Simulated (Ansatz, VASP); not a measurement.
MgMnC6N6: VASP beside Ansatz

```
CELL_PARAMETERS angstrom
0.00000 5.38589 5.38589
5.38589 0.00000 5.38589
5.38589 5.38589 0.00000
ATOMIC_POSITIONS crystal
Mg 0.00000 0.00000 0.00000
Mn 0.50000 0.50000 0.50000
C 0.78690 0.21310 0.21310
C 0.21310 0.78690 0.21310
C 0.21310 0.21310 0.78690
C 0.21310 0.78690 0.78690
C 0.78690 0.21310 0.78690
C 0.78690 0.78690 0.21310
N 0.67815 0.32185 0.32185
N 0.32185 0.67815 0.32185
N 0.32185 0.32185 0.67815
N 0.32185 0.67815 0.67815
N 0.67815 0.32185 0.67815
N 0.67815 0.67815 0.32185
```

Alike in both runs: functional PBE; k mesh 4 × 4 × 4; occupations gaussian, width 0.1 eV; collinear spin.

Ansatz relaxed the structure, and its values are those at the end. VASP's run is a single point on that final structure, the one shown.

|  | VASP | Ansatz |
| --- | --- | --- |
| version | VASP 6.6.1 | Ansatz 0.2.0 |
| potentials or method | VASP PAW PBE potentials, release 64 (Mg, Mn_pv, C, N), cutoff 600 eV | scalar-relativistic, plane waves, PAW |
| valence electrons in the cell | 69 | 79 |

```tsv
	VASP	Ansatz	Ansatz less VASP
gap on the k mesh at the Fermi level (eV)	1.56	1.61	+0.047
least direct gap on the mesh (eV)	1.66	1.71	+0.047
pressure (GPa)	0.3	0.1	-0.26
rms of the force components (eV/Å)	0.191	0.003	-0.1878
net moment per atom (μB)	0.21	0.21	0.000
size of the moment on the site where the two differ most (μB)	2.62	2.32	-0.309
```

Site moments also hang on the region over which each program counts them. One of these differences is far larger than is usual between the two programs; its cause wasn't traced. VASP's potentials hold 69 valence electrons a cell and Ansatz's 79, so a difference there can come from the potentials and not from the codes.

Noted on VASP's run: the standard files for N, O and F lose accuracy on very short bonds.
